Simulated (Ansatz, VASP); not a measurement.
Si2C in VASP and in Ansatz

```
CELL_PARAMETERS angstrom
2.62280 0.00000 0.00000
-1.31140 2.27141 0.00000
0.00000 0.00000 6.19583
ATOMIC_POSITIONS crystal
Si 0.00000 0.00000 0.29691
Si 0.00000 0.00000 0.70309
C 0.00000 0.00000 0.00000
```

Alike in both runs: functional PBE; k mesh 24 × 24 × 8; occupations gaussian, width 0.1 eV; no spin polarisation.

Ansatz relaxed the structure, and its values are those at the end. VASP's run is a single point on that final structure, the one shown.

```csv
,VASP,Ansatz
version,VASP 6.6.1,Ansatz 0.2.0
potentials or method,"VASP PAW PBE potentials, release 64 (Si, C), cutoff 520 eV","scalar-relativistic, plane waves, PAW"
valence electrons in the cell,12,12
```

|  | VASP | Ansatz | Ansatz less VASP |
| --- | --- | --- | --- |
| gap on the k mesh at the Fermi level (eV) | none | none | - |
| pressure (GPa) | 0.0 | 0.0 | +0.06 |

A gap of «none» marks a metal or a gap that the smearing closes. With one functional, cell and mesh, what is left measures potentials, basis and numerics.
